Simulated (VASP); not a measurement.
# Ge (Fd-3m) in VASP: single point with PBEsol

Aim: the single point of Ge with PBEsol.

All numbers are computed with VASP 6.6.1; they aren't measurements. Logs are shortened: lines on timing, memory, paths and dates and some standing lists are left out, and cuts for length are marked.

## (1) The cell of the first run

It takes space group Fd-3m (No. 227, cubic). Conventional cell: a = 5.676 Å, b = 5.676 Å, c = 5.676 Å, α = 90.00°, β = 90.00°, γ = 90.00°. Ge (site symmetry -43m) has 4 Ge at 2.46 Å within 3.2 Å.

## (2) Single point, PBEsol

INCAR reads:

```
SYSTEM = Ge
PREC = Accurate
ENCUT = 520
EDIFF = 1E-6
ISMEAR = -1
SIGMA = 0.05
LREAL = .False.
LASPH = .True.
NELM = 60
ALGO = Normal
ISIF = 2
LWAVE = .False.
LCHARG = .True.
GGA = PS
LELF = .True.
LVHAR = .True.
NBANDS = 21
```

KPOINTS reads:

```
Automatic mesh
0
Gamma
  7 7 7
  0 0 0
```

POSCAR reads:

```
Ge
1.0
    0.0000000000      2.8377960000      2.8377960000
    2.8377960000      0.0000000000      2.8377960000
    2.8377960000      2.8377960000      0.0000000000
Ge
2
Direct
    0.0000000000      0.0000000000      0.0000000000
    0.2500000000      0.2500000000      0.2500000000
```

Potentials or basis: VASP PAW PBE potentials, release 64 (Ge_d).

Command:

```
> cat potpaw_PBE.64/Ge_d/POTCAR > POTCAR
> mpirun -np 1 vasp_std > vasp.out
```

OUTCAR:

```text
SYSTEM = Ge
   PREC = Accurate
   ENCUT = 520
   EDIFF = 1E-6
   ISMEAR = -1
   LREAL = .False.
   LASPH = .True.
   NELM = 60
   ISIF = 2
   GGA = PS

 ion  position               nearest neighbor table
   1  0.000  0.000  0.000-   2 2.46   2 2.46   2 2.46   2 2.46
   2  0.250  0.250  0.250-   1 2.46   1 2.46   1 2.46   1 2.46

  LATTYP: Found a face centered cubic cell.
 ALAT       =     5.6755920000

  Lattice vectors:

 A1 = (   0.0000000000,   2.8377960000,   2.8377960000)
 A2 = (   2.8377960000,   0.0000000000,   2.8377960000)
 A3 = (   2.8377960000,   2.8377960000,   0.0000000000)

Analysis of symmetry for initial positions (statically):
=====================================================================
 Subroutine PRICEL returns:
 Original cell was already a primitive cell.

 Routine SETGRP: Setting up the symmetry group for a
 face centered cubic supercell.

 Subroutine GETGRP returns: Found 48 space group operations
 (whereof 24 operations were pure point group operations)
 out of a pool of 48 trial point group operations.

The static configuration has the point symmetry T_d .
 The point group associated with its full space group is O_h .

Analysis of symmetry for dynamics (positions and initial velocities):
=====================================================================
 Subroutine PRICEL returns:
 Original cell was already a primitive cell.

 Routine SETGRP: Setting up the symmetry group for a
 face centered cubic supercell.

 Subroutine GETGRP returns: Found 48 space group operations
 (whereof 24 operations were pure point group operations)
 out of a pool of 48 trial point group operations.

The dynamic configuration has the point symmetry T_d .
 The point group associated with its full space group is O_h .

 Subroutine INISYM returns: Found 48 space group operations
 (whereof 24 operations are pure point group operations),
 and found     1 'primitive' translations

----------------------------------------------------------------------------------------

                                     Primitive cell

  volume of cell :      45.7060

  direct lattice vectors                    reciprocal lattice vectors
     0.000000000  2.837796000  2.837796000    -0.176193074  0.176193074  0.176193074
     2.837796000  0.000000000  2.837796000     0.176193074 -0.176193074  0.176193074
     2.837796000  2.837796000  0.000000000     0.176193074  0.176193074 -0.176193074

  length of vectors
     4.013249590  4.013249590  4.013249590     0.305175356  0.305175356  0.305175356

  position of ions in fractional coordinates (direct lattice)
     0.000000000  0.000000000  0.000000000
     0.250000000  0.250000000  0.250000000

  ion indices of the primitive-cell ions
   primitive index   ion index
                 1           1
                 2           2

----------------------------------------------------------------------------------------

 KPOINTS: Automatic mesh

Automatic generation of k-mesh.
 Grid dimensions read from file:
 generate k-points for:    7    7    7

 Generating k-lattice:

  Cartesian coordinates                     Fractional coordinates (reciprocal lattice)
    -0.025170439  0.025170439  0.025170439     0.142857143  0.000000000  0.000000000
     0.025170439 -0.025170439  0.025170439     0.000000000  0.142857143  0.000000000
     0.025170439  0.025170439 -0.025170439     0.000000000  0.000000000  0.142857143

  Length of vectors
     0.043596479  0.043596479  0.043596479

  Shift w.r.t. Gamma in fractional coordinates (k-lattice)
     0.000000000  0.000000000  0.000000000

 Subroutine IBZKPT returns following result:
 ===========================================

 Found     20 irreducible k-points:

 Following reciprocal coordinates:
            Coordinates               Weight
  0.000000  0.000000  0.000000      1.000000
  0.142857  0.000000  0.000000      8.000000
  0.285714  0.000000  0.000000      8.000000
  0.428571  0.000000  0.000000      8.000000
  0.142857  0.142857  0.000000      6.000000
  0.285714  0.142857  0.000000     24.000000
[... 12 lines left out ...]
 -0.428571  0.428571  0.142857     24.000000
 -0.285714  0.428571  0.142857     24.000000
   k-points           NKPTS =     20   k-points in BZ     NKDIM =     20   number of bands    NBANDS=     21
   number of dos      NEDOS =    301   number of ions     NIONS =      2
   total plane-waves  NPLWV =  27000
   dimension x,y,z NGX =    30 NGY =   30 NGZ =   30
   dimension x,y,z NGXF=    60 NGYF=   60 NGZF=   60
   ions per type =               2
   NGX,Y,Z   is equivalent  to a cutoff of  12.43, 12.43, 12.43 a.u.
   NGXF,Y,Z  is equivalent  to a cutoff of  24.85, 24.85, 24.85 a.u.
 SYSTEM =  Ge
   PREC   = accura    normal or accurate (medium, high low for compatibility)
   ISTART =      0    job   : 0-new  1-cont  2-samecut
   ICHARG =      2    charge: 1-file 2-atom 10-const
   ISPIN  =      1    spin polarized calculation?
   LNONCOLLINEAR =      F non collinear calculations
   LSORBIT =      F    spin-orbit coupling
   LASPH  =      T    aspherical Exc in radial PAW
   ENCUT  =  520.0 eV  38.22 Ry    6.18 a.u.   7.46  7.46  7.46*2*pi/ulx,y,z
   NELM   =     60;   NELMIN=  2; NELMDL= -5     # of ELM steps
   EDIFF  = 0.1E-05   stopping-criterion for ELM
   LREAL  =      F    real-space projection
   EDIFFG = 0.1E-04   stopping-criterion for IOM
   NSW    =      0    number of steps for IOM
   IBRION =     -1    ionic relax: 0-MD 1-quasi-New 2-CG
   NFREE  =      0    steps in history (QN), initial steepest desc. (CG)
   ISIF   =      2    stress and relaxation
   ISYM   =      2    0-nonsym 1-usesym 2-fastsym
   POTIM  = 0.5000    time-step for ionic-motion
   TEBEG  =    0.0;   TEEND  =   0.0 temperature during run
   PSTRESS=    0.0 pullay stress
   NELECT =      28.0000    total number of electrons
   NUPDOWN=      -1.0000    fix difference up-down
   EMIN   =  10.00;   EMAX   =-10.00  energy-range for DOS
   EFERMI =   0.00;   METHOD = LEGACY
   ISMEAR =    -1;   SIGMA  =   0.05  broadening in eV -4-tet -1-fermi 0-gaus
   EFERMI_NEDOS =   21; number of points for ismear=-14 and -15
   IALGO  =     38    algorithm
   IMIX   =      4    mixing-type and parameters
     AMIX     =   0.40;   BMIX     =  1.00
     AMIX_MAG =   1.60;   BMIX_MAG =  1.00
  volume/ion in A,a.u.               =      22.85       154.22
  Fermi-wavevector in a.u.,A,eV,Ry     =   1.390389  2.627454 26.302534  1.933182
  Thomas-Fermi vector in A             =   2.514329
   LORBIT       =      0    0 simple, 1 ext, 2 COOP (PROOUT), +10 PAW based schemes
   GGA     = PS    functional components
   LHFCALC =     F    Hartree Fock is set to
   AEXX    =    0.0000 exact exchange contribution
   IVDW    =     0    specifies the selected vdW correction
   LEPSILON=     F    determine dielectric tensor
   LRPA    =     F    only Hartree local field effects (RPA)
 non-spin polarized calculation
  energy-cutoff  :      520.00
  volume of cell :       45.71
 maximum number of plane-waves:      1248
 NGX is ok and might be reduce to    30
   NGX = 15   NGY = 15   NGZ = 15

 number of electron      28.0000014 magnetization

 Free energy of the ion-electron system (eV)
  ---------------------------------------------------
  ext. energy  EPLUGINS =         0.00000000
  ---------------------------------------------------
  free energy    TOTEN  =        -9.85278250 eV

  energy without entropy =       -9.85146894  energy(sigma->0) =       -9.85212572

 E-fermi :   4.7804     XC(G=0): -10.0812

 val. band max:        4.7750312185   @ k =   0.0000   0.0000   0.0000
 cond. band min:       4.9108544081   @ k =   0.4286   0.0000   0.0000
 fundamental gap:      0.1358231896
 Fermi energy:         4.7804025997

 k-point     1 :       0.0000    0.0000    0.0000
  band No.  band energies     occupation
      1     -19.9734      2.00000
      2     -19.9734      2.00000
      3     -19.9734      2.00000
      4     -19.9376      2.00000
      5     -19.9376      2.00000
      6     -19.7305      2.00000
[... 13 lines left out ...]
     20      14.2272      0.00000
     21      14.2272      0.00000

 k-point     2 :       0.1429    0.0000    0.0000
  band No.  band energies     occupation
      1     -19.9829      2.00000
      2     -19.9829      2.00000
      3     -19.9702      2.00000
      4     -19.9240      2.00000
      5     -19.9240      2.00000
      6     -19.7446      2.00000
[... 13 lines left out ...]
     20      13.1812      0.00000
     21      13.1812      0.00000

 k-point     3 :       0.2857    0.0000    0.0000
  band No.  band energies     occupation
      1     -19.9932      2.00000
      2     -19.9932      2.00000
      3     -19.9629      2.00000
      4     -19.9058      2.00000
      5     -19.9058      2.00000
      6     -19.7588      2.00000
[... 13 lines left out ...]
     20      13.2355      0.00000
     21      13.2355      0.00000

 k-point     4 :       0.4286    0.0000    0.0000
  band No.  band energies     occupation
      1     -19.9970      2.00000
      2     -19.9970      2.00000
      3     -19.9569      2.00000
      4     -19.8973      2.00000
      5     -19.8973      2.00000
      6     -19.7643      2.00000
[... 13 lines left out ...]
     20      15.0199      0.00000
     21      15.0199      0.00000

 k-point     5 :       0.1429    0.1429    0.0000
  band No.  band energies     occupation
      1     -19.9815      2.00000
      2     -19.9805      2.00000
      3     -19.9805      2.00000
      4     -19.9262      2.00000
      5     -19.9089      2.00000
      6     -19.7711      2.00000
[... 13 lines left out ...]
     20      12.5270      0.00000
     21      14.5722      0.00000
[... 286 lines left out ...]
     20      15.0376      0.00000
     21      15.9005      0.00000

 k-point    18 :      -0.4286    0.2857    0.1429
  band No.  band energies     occupation
      1     -20.0184      2.00000
      2     -20.0085      2.00000
      3     -19.9243      2.00000
      4     -19.8761      2.00000
      5     -19.8532      2.00000
      6     -19.8223      2.00000
[... 13 lines left out ...]
     20      15.0579      0.00000
     21      16.3308      0.00000

 k-point    19 :      -0.4286    0.4286    0.1429
  band No.  band energies     occupation
      1     -20.0149      2.00000
      2     -20.0137      2.00000
      3     -19.9205      2.00000
      4     -19.8739      2.00000
      5     -19.8518      2.00000
      6     -19.8124      2.00000
[... 13 lines left out ...]
     20      15.7499      0.00000
     21      17.5007      0.00000

 k-point    20 :      -0.2857    0.4286    0.1429
  band No.  band energies     occupation
      1     -20.0232      2.00000
      2     -20.0143      2.00000
      3     -19.9040      2.00000
      4     -19.8578      2.00000
      5     -19.8450      2.00000
      6     -19.8217      2.00000
[... 13 lines left out ...]
     20      15.4338      0.00000
     21      17.6779      0.00000

------------------------ aborting loop because EDIFF is reached ----------------------------------------

  FORCE on cell =-STRESS in cart. coord.  units (eV):
  Direction    XX          YY          ZZ          XY          YZ          ZX
  --------------------------------------------------------------------------------------
  -------------------------------------------------------------------------------------
  Total       -0.0111431     -0.0111431     -0.0111431      0.0000000      0.0000000     -0.0000000
  in kB       -0.3906112     -0.3906112     -0.3906112      0.0000000      0.0000000     -0.0000000
  external PRESSURE =      -0.3906112 kB  Pullay stress =       0.0000000 kB

 VOLUME and BASIS-vectors are now :
 -----------------------------------------------------------------------------
  energy-cutoff  :      520.00
  volume of cell :       45.71
      direct lattice vectors                 reciprocal lattice vectors
     0.000000000  2.837796000  2.837796000    -0.176193074  0.176193074  0.176193074
     2.837796000  0.000000000  2.837796000     0.176193074 -0.176193074  0.176193074
     2.837796000  2.837796000  0.000000000     0.176193074  0.176193074 -0.176193074

 POSITION                                       TOTAL-FORCE (eV/Angst)
 -----------------------------------------------------------------------------------
      0.00000      0.00000      0.00000        -0.000000     -0.000000     -0.000000
      1.41890      1.41890      1.41890         0.000000      0.000000      0.000000
 -----------------------------------------------------------------------------------
    total drift:                                0.000000      0.000000      0.000000

  FREE ENERGIE OF THE ION-ELECTRON SYSTEM (eV)
  ---------------------------------------------------
  free  energy   TOTEN  =        -9.8527824988 eV

  energy  without entropy=       -9.8514689380  energy(sigma->0) =       -9.85212572
```

Run time: 16 s. Hardware: 1 thread of AMD EPYC 7R13 (Zen 3), shared host; peak memory 0.14 GiB.

What came out:

```
Free energy            : -9.8528 eV
Pressure               : 0.0 GPa
Band gap on the k mesh : zero (filled and empty bands touch)
```

Caveat: the PAW data sets were made with another functional, which shifts forces and pressure a little.
